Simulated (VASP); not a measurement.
# TiN (Osbornite) (Fm-3m) in VASP: notebook

The runs below take TiN (Osbornite) through single point, with PBEsol.

All numbers are computed with VASP 6.6.1; they aren't measurements. Logs are shortened: lines on timing, memory, paths and dates and some standing lists are left out, and cuts for length are marked.

### Step 1. The cell of the first run

It takes space group Fm-3m (No. 225, cubic). Conventional cell: a = 4.238 Å, b = 4.238 Å, c = 4.238 Å, α = 90.00°, β = 90.00°, γ = 90.00°. Within 2.8 Å of Ti (site symmetry m-3m) lie 6 N at 2.12 Å. Within 2.8 Å of N (site symmetry m-3m) lie 6 Ti at 2.12 Å.

### Step 2. Single point, PBEsol

Input file INCAR:

```
SYSTEM = TiN
PREC = Accurate
ENCUT = 600
EDIFF = 1E-6
ISMEAR = -1
SIGMA = 0.1
LREAL = .FALSE.
LASPH = .TRUE.
NELM = 120
ALGO = Normal
ISIF = 2
LWAVE = .FALSE.
LCHARG = .FALSE.
GGA = PS
NBANDS = 16
GGA_COMPAT = .FALSE.
```

Input file KPOINTS:

```
Automatic mesh
0
G
  4 4 4
  0 0 0
```

Input file POSCAR:

```
TiN
1.0
    0.0000000000      2.1190000000      2.1190000000
    2.1190000000      0.0000000000      2.1190000000
    2.1190000000      2.1190000000      0.0000000000
Ti N
1 1
Direct
    0.0000000000      0.0000000000      0.0000000000
    0.5000000000      0.5000000000      0.5000000000
```

Potentials or basis: VASP PAW PBE potentials, release 64 (Ti_sv, N).

The run is started by

```
> cat potpaw_PBE.64/Ti_sv/POTCAR potpaw_PBE.64/N/POTCAR > POTCAR
> mpirun -np 1 vasp_std > vasp.out
```

OUTCAR:

```text
SYSTEM = TiN
   PREC = Accurate
   ENCUT = 600
   EDIFF = 1E-6
   ISMEAR = -1
   LREAL = .FALSE.
   LASPH = .TRUE.
   NELM = 120
   ISIF = 2
   GGA = PS

 ion  position               nearest neighbor table
   1  0.000  0.000  0.000-   2 2.12   2 2.12   2 2.12   2 2.12   2 2.12   2 2.12
   2  0.500  0.500  0.500-   1 2.12   1 2.12   1 2.12   1 2.12   1 2.12   1 2.12

  LATTYP: Found a face centered cubic cell.
 ALAT       =     4.2380000000

  Lattice vectors:

 A1 = (   0.0000000000,   2.1190000000,   2.1190000000)
 A2 = (   2.1190000000,   0.0000000000,   2.1190000000)
 A3 = (   2.1190000000,   2.1190000000,   0.0000000000)

Analysis of symmetry for initial positions (statically):
=====================================================================
 Subroutine PRICEL returns:
 Original cell was already a primitive cell.

 Routine SETGRP: Setting up the symmetry group for a
 face centered cubic supercell.

 Subroutine GETGRP returns: Found 48 space group operations
 (whereof 48 operations were pure point group operations)
 out of a pool of 48 trial point group operations.

The static configuration has the point symmetry O_h .

Analysis of symmetry for dynamics (positions and initial velocities):
=====================================================================
 Subroutine PRICEL returns:
 Original cell was already a primitive cell.

 Routine SETGRP: Setting up the symmetry group for a
 face centered cubic supercell.

 Subroutine GETGRP returns: Found 48 space group operations
 (whereof 48 operations were pure point group operations)
 out of a pool of 48 trial point group operations.

The dynamic configuration has the point symmetry O_h .

 Subroutine INISYM returns: Found 48 space group operations
 (whereof 48 operations are pure point group operations),
 and found     1 'primitive' translations

----------------------------------------------------------------------------------------

                                     Primitive cell

  volume of cell :      19.0293

  direct lattice vectors                    reciprocal lattice vectors
     0.000000000  2.119000000  2.119000000    -0.235960359  0.235960359  0.235960359
     2.119000000  0.000000000  2.119000000     0.235960359 -0.235960359  0.235960359
     2.119000000  2.119000000  0.000000000     0.235960359  0.235960359 -0.235960359

  length of vectors
     2.996718539  2.996718539  2.996718539     0.408695330  0.408695330  0.408695330

  position of ions in fractional coordinates (direct lattice)
     0.000000000  0.000000000  0.000000000
     0.500000000  0.500000000  0.500000000

  ion indices of the primitive-cell ions
   primitive index   ion index
                 1           1
                 2           2

----------------------------------------------------------------------------------------

 KPOINTS: Automatic mesh

Automatic generation of k-mesh.
 Grid dimensions read from file:
 generate k-points for:    4    4    4

 Generating k-lattice:

  Cartesian coordinates                     Fractional coordinates (reciprocal lattice)
    -0.058990090  0.058990090  0.058990090     0.250000000  0.000000000  0.000000000
     0.058990090 -0.058990090  0.058990090     0.000000000  0.250000000  0.000000000
     0.058990090  0.058990090 -0.058990090     0.000000000  0.000000000  0.250000000

  Length of vectors
     0.102173832  0.102173832  0.102173832

  Shift w.r.t. Gamma in fractional coordinates (k-lattice)
     0.000000000  0.000000000  0.000000000

 Subroutine IBZKPT returns following result:
 ===========================================

 Found      8 irreducible k-points:

 Following reciprocal coordinates:
            Coordinates               Weight
  0.000000  0.000000  0.000000      1.000000
  0.250000  0.000000  0.000000      8.000000
  0.500000  0.000000  0.000000      4.000000
  0.250000  0.250000  0.000000      6.000000
  0.500000  0.250000  0.000000     24.000000
 -0.250000  0.250000  0.000000     12.000000
  0.500000  0.500000  0.000000      3.000000
 -0.250000  0.500000  0.250000      6.000000
   k-points           NKPTS =      8   k-points in BZ     NKDIM =      8   number of bands    NBANDS=     16
   number of dos      NEDOS =    301   number of ions     NIONS =      2
   total plane-waves  NPLWV =  13824
   dimension x,y,z NGX =    24 NGY =   24 NGZ =   24
   dimension x,y,z NGXF=    48 NGYF=   48 NGZF=   48
   ions per type =               1   1
   NGX,Y,Z   is equivalent  to a cutoff of  13.31, 13.31, 13.31 a.u.
   NGXF,Y,Z  is equivalent  to a cutoff of  26.63, 26.63, 26.63 a.u.
 SYSTEM =  TiN
   PREC   = accura    normal or accurate (medium, high low for compatibility)
   ISTART =      0    job   : 0-new  1-cont  2-samecut
   ICHARG =      2    charge: 1-file 2-atom 10-const
   ISPIN  =      1    spin polarized calculation?
   LNONCOLLINEAR =      F non collinear calculations
   LSORBIT =      F    spin-orbit coupling
   LASPH  =      T    aspherical Exc in radial PAW
   ENCUT  =  600.0 eV  44.10 Ry    6.64 a.u.   5.99  5.99  5.99*2*pi/ulx,y,z
   NELM   =    120;   NELMIN=  2; NELMDL= -5     # of ELM steps
   EDIFF  = 0.1E-05   stopping-criterion for ELM
   LREAL  =      F    real-space projection
   EDIFFG = 0.1E-04   stopping-criterion for IOM
   NSW    =      0    number of steps for IOM
   IBRION =     -1    ionic relax: 0-MD 1-quasi-New 2-CG
   NFREE  =      0    steps in history (QN), initial steepest desc. (CG)
   ISIF   =      2    stress and relaxation
   ISYM   =      2    0-nonsym 1-usesym 2-fastsym
   POTIM  = 0.5000    time-step for ionic-motion
   TEBEG  =    0.0;   TEEND  =   0.0 temperature during run
   PSTRESS=    0.0 pullay stress
   NELECT =      17.0000    total number of electrons
   NUPDOWN=      -1.0000    fix difference up-down
   EMIN   =  10.00;   EMAX   =-10.00  energy-range for DOS
   EFERMI =   0.00;   METHOD = LEGACY
   ISMEAR =    -1;   SIGMA  =   0.10  broadening in eV -4-tet -1-fermi 0-gaus
   EFERMI_NEDOS =   21; number of points for ismear=-14 and -15
   IALGO  =     38    algorithm
   IMIX   =      4    mixing-type and parameters
     AMIX     =   0.40;   BMIX     =  1.00
     AMIX_MAG =   1.60;   BMIX_MAG =  1.00
  volume/ion in A,a.u.               =       9.51        64.21
  Fermi-wavevector in a.u.,A,eV,Ry     =   1.576704  2.979539 33.824024  2.485996
  Thomas-Fermi vector in A             =   2.677497
   LORBIT       =      0    0 simple, 1 ext, 2 COOP (PROOUT), +10 PAW based schemes
   GGA     = PS    functional components
   LHFCALC =     F    Hartree Fock is set to
   AEXX    =    0.0000 exact exchange contribution
   IVDW    =     0    specifies the selected vdW correction
   LEPSILON=     F    determine dielectric tensor
   LRPA    =     F    only Hartree local field effects (RPA)
 non-spin polarized calculation
  energy-cutoff  :      600.00
  volume of cell :       19.03
 maximum number of plane-waves:       648
   NGX = 11   NGY = 11   NGZ = 11

 number of electron      17.0000001 magnetization

 Free energy of the ion-electron system (eV)
  ---------------------------------------------------
  ext. energy  EPLUGINS =         0.00000000
  ---------------------------------------------------
  free energy    TOTEN  =       -20.76293016 eV

  energy without entropy =      -20.72807945  energy(sigma->0) =      -20.74550480

 E-fermi :  11.1173     XC(G=0): -13.2379

 val. band max:       10.9556493681   @ k =   0.5000   0.2500   0.0000
 cond. band min:      11.8019095606   @ k =   0.2500   0.0000   0.0000
 fundamental gap:      0.8462601926
 Fermi energy:        11.1173189534

 k-point     1 :       0.0000    0.0000    0.0000
  band No.  band energies     occupation
      1     -46.2909      2.00000
      2     -22.3673      2.00000
      3     -22.3673      2.00000
      4     -22.3673      2.00000
      5      -5.6989      2.00000
      6       9.3421      2.00000
[... 8 lines left out ...]
     15      24.4025      0.00000
     16      31.0908      0.00000

 k-point     2 :       0.2500    0.0000    0.0000
  band No.  band energies     occupation
      1     -46.2408      2.00000
      2     -22.7073      2.00000
      3     -22.3962      2.00000
      4     -22.3962      2.00000
      5      -4.6016      2.00000
      6       5.7886      2.00000
[... 8 lines left out ...]
     15      24.2058      0.00000
     16      28.8384      0.00000

 k-point     3 :       0.5000    0.0000    0.0000
  band No.  band energies     occupation
      1     -46.1903      2.00000
      2     -23.0298      2.00000
      3     -22.4247      2.00000
      4     -22.4247      2.00000
      5      -3.1846      2.00000
      6       3.2198      2.00000
[... 8 lines left out ...]
     15      25.0864      0.00000
     16      25.8047      0.00000

 k-point     4 :       0.2500    0.2500    0.0000
  band No.  band energies     occupation
      1     -46.2245      2.00000
      2     -22.6692      2.00000
      3     -22.4729      2.00000
      4     -22.4729      2.00000
      5      -4.5733      2.00000
      6       5.2311      2.00000
[... 8 lines left out ...]
     15      25.2963      0.00000
     16      27.7607      0.00000

 k-point     5 :       0.5000    0.2500    0.0000
  band No.  band energies     occupation
      1     -46.1743      2.00000
      2     -22.8871      2.00000
      3     -22.5938      2.00000
      4     -22.5021      2.00000
      5      -3.7552      2.00000
      6       4.6567      2.00000
[... 8 lines left out ...]
     15      24.2163      0.00000
     16      24.6464      0.00000

 k-point     6 :      -0.2500    0.2500    0.0000
  band No.  band energies     occupation
      1     -46.1908      2.00000
      2     -22.8352      2.00000
      3     -22.6115      2.00000
      4     -22.4258      2.00000
      5      -3.7126      2.00000
      6       4.3994      2.00000
[... 8 lines left out ...]
     15      23.2473      0.00000
     16      25.6201      0.00000

 k-point     7 :       0.5000    0.5000    0.0000
  band No.  band energies     occupation
      1     -46.1581      2.00000
      2     -22.9171      2.00000
      3     -22.5783      2.00000
      4     -22.5783      2.00000
      5      -4.2647      2.00000
      6       5.5057      2.00000
[... 8 lines left out ...]
     15      23.0838      0.00000
     16      25.7628      0.00000

 k-point     8 :      -0.2500    0.5000    0.2500
  band No.  band energies     occupation
      1     -46.1577      2.00000
      2     -22.7490      2.00000
      3     -22.7490      2.00000
      4     -22.6000      2.00000
      5      -3.7915      2.00000
      6       5.8519      2.00000
[... 8 lines left out ...]
     15      23.3698      0.00000
     16      24.4196      0.00000

------------------------ aborting loop because EDIFF is reached ----------------------------------------

  FORCE on cell =-STRESS in cart. coord.  units (eV):
  Direction    XX          YY          ZZ          XY          YZ          ZX
  --------------------------------------------------------------------------------------
  -------------------------------------------------------------------------------------
  Total       -0.6996528     -0.6996528     -0.6996528      0.0000000     -0.0000000     -0.0000000
  in kB      -58.9074561    -58.9074561    -58.9074561      0.0000000     -0.0000000     -0.0000000
  external PRESSURE =     -58.9074561 kB  Pullay stress =       0.0000000 kB

 VOLUME and BASIS-vectors are now :
 -----------------------------------------------------------------------------
  energy-cutoff  :      600.00
  volume of cell :       19.03
      direct lattice vectors                 reciprocal lattice vectors
     0.000000000  2.119000000  2.119000000    -0.235960359  0.235960359  0.235960359
     2.119000000  0.000000000  2.119000000     0.235960359 -0.235960359  0.235960359
     2.119000000  2.119000000  0.000000000     0.235960359  0.235960359 -0.235960359

 POSITION                                       TOTAL-FORCE (eV/Angst)
 -----------------------------------------------------------------------------------
      0.00000      0.00000      0.00000         0.000000      0.000000      0.000000
      2.11900      2.11900      2.11900         0.000000      0.000000      0.000000
 -----------------------------------------------------------------------------------
    total drift:                                0.000000     -0.000000     -0.000000

  FREE ENERGIE OF THE ION-ELECTRON SYSTEM (eV)
  ---------------------------------------------------
  free  energy   TOTEN  =       -20.7629301570 eV

  energy  without entropy=      -20.7280794460  energy(sigma->0) =      -20.74550480
```

Wall time 4 s (1 thread of Intel Xeon Platinum 8559C (Emerald Rapids), shared host); peak memory 0.13 GiB.

Results:

| Property | Result |
| --- | --- |
| Free energy | -20.7629 eV |
| Pressure | -5.9 GPa |

Caveat: the k points lie up to 0.64 Å⁻¹ apart; the PAW data sets were made with another functional, which shifts forces and pressure a little.

[end of part 1 of 3]
